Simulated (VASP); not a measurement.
Input of a VASP 6.6.1 run:

Contents of POSCAR:

```
Ru
1.0
    2.7414067149      0.0000000000      0.0000000000
   -1.3707033574      2.3741283257      0.0000000000
    0.0000000000      0.0000000000      4.3382472512
Ru
2
Direct
    0.3333333333      0.6666666667      0.2500000000
    0.6666666667      0.3333333333      0.7500000000
```

Contents of INCAR.step1:

```
  ALGO = Normal
  EDIFF = 1E-5
  ENCUT = 660
  GGA = PE
  GGA_COMPAT = F
  ISMEAR = -1
  LASPH = T
  LCHARG = F
  LREAL = F
  LWAVE = T
  NBANDS = 23
  NELM = 120
  PREC = Accurate
  SIGMA = 0.1
```

The input INCAR.step2:

```
  ALGO = Normal
  EDIFF = 1E-6
  ENCUT = 660
  GGA_COMPAT = F
  ISIF = 2
  ISMEAR = -1
  ISTART = 1
  LASPH = T
  LCHARG = T
  LELF = T
  LMIXTAU = T
  LREAL = F
  LVHAR = T
  LWAVE = F
  METAGGA = R2SCAN
  NBANDS = 23
  NELM = 120
  PREC = Accurate
  SIGMA = 0.1
```

Contents of KPOINTS:

```
k-points
0
Gamma
  12 12 7
```

Potentials or basis: VASP PAW PBE potentials, release 64 (Ru_sv).

Command:

```bash
$ cat potpaw_PBE.64/Ru_sv/POTCAR > POTCAR
$ cp INCAR.step1 INCAR
$ mpirun -np 1 vasp_std > vasp.out
$ cp INCAR.step2 INCAR
$ mpirun -np 1 vasp_std > vasp.out
```

Task: Estimate the pressure.

Result: -13.6 GPa.

Task: Predict the band gap on the k mesh.

Result: Zero (bands 16 and 17 overlap by 2.91 eV).

Stress tensor (GPa, compression positive):
```
-13.12   0.00   0.00
  0.00 -13.12   0.00
  0.00   0.00 -14.53
```

Caveat: the cell stands under tension; the PAW data sets were made with another functional, which shifts forces and pressure a little.
